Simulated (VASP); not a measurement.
Wanted: the native input for a VASP 6.6.1 run.

```
Task                   : single point
Functional             : r2SCAN
Potentials or basis    : VASP PAW PBE potentials, release 64 (Mo_sv, S)
Cutoff                 : 550 eV
k mesh                 : 4 × 4 × 1
Occupations            : fermi-dirac, width 0.05 eV
Spin                   : no spin polarisation
Dipole correction      : no
Further INCAR settings : ALGO = Normal; EDIFF = 1e-06; NBANDS = 35
```

System: MoS2, a slab with vacuum.

```
Mo S
1.0
     3.18454    0.00000    0.00000
    -1.59227    2.75789    0.00000
     0.00000    0.00000   21.67054
Mo S
2 4
Direct
  0.66667 0.33333 0.14884
  0.33333 0.66667 0.85116
  0.33333 0.66667 0.22037
  0.66667 0.33333 0.77963
  0.66667 0.33333 0.92275
  0.33333 0.66667 0.07725
```

These files were run (other wordings do the same):

POSCAR

```
MoS2
1.0
    3.1845410000      0.0000000000      0.0000000000
   -1.5922705000      2.7578934054      0.0000000000
    0.0000000000      0.0000000000     21.6705350000
Mo S
2 4
Direct
    0.6666666667      0.3333333333      0.1488400000
    0.3333333333      0.6666666667      0.8511600000
    0.3333333333      0.6666666667      0.2203750000
    0.6666666667      0.3333333333      0.7796250000
    0.6666666667      0.3333333333      0.9227490000
    0.3333333333      0.6666666667      0.0772510000
```

INCAR.step1

```
SYSTEM = MoS2
PREC = Accurate ; ENCUT = 550
ISMEAR = -1 ; SIGMA = 0.05
LREAL = .FALSE. ; LASPH = .TRUE.
NELM = 120 ; NBANDS = 35
GGA = PE ; ALGO = Normal
EDIFF = 1E-5 ; LWAVE = .TRUE.
LCHARG = .FALSE. ; GGA_COMPAT = .FALSE.
```

INCAR.step2

```
SYSTEM = MoS2
PREC = Accurate ; ENCUT = 550
EDIFF = 1E-6 ; ISMEAR = -1
SIGMA = 0.05 ; LREAL = .FALSE.
LASPH = .TRUE. ; NELM = 120
ALGO = Normal ; ISIF = 2
LWAVE = .FALSE. ; LCHARG = .FALSE.
METAGGA = R2SCAN ; LMIXTAU = .TRUE.
NBANDS = 35 ; ISTART = 1
GGA_COMPAT = .FALSE.
```

KPOINTS

```
Automatic mesh
0
G
  4 4 1
  0 0 0
```

Potentials or basis: VASP PAW PBE potentials, release 64 (Mo_sv, S).

The run is started by

```bash
$ cat potpaw_PBE.64/Mo_sv/POTCAR potpaw_PBE.64/S/POTCAR > POTCAR
$ cp INCAR.step1 INCAR
$ mpirun -np 1 vasp_std > vasp.out
$ cp INCAR.step2 INCAR
$ mpirun -np 1 vasp_std > vasp.out
```

Results of the run:

```yaml
Largest_force: 0.009 eV/Å
Band_gap_on_the_k_mesh: 1.82 eV (least direct gap 2.54 eV)
```

Caveat: the k points lie up to 0.57 Å⁻¹ apart; the PAW data sets were made with another functional, which shifts forces and pressure a little.

It took 60 s on 1 thread of Intel(R) Xeon(R) 6975P-C (Granite Rapids), on a shared host, peak memory 0.33 GiB.
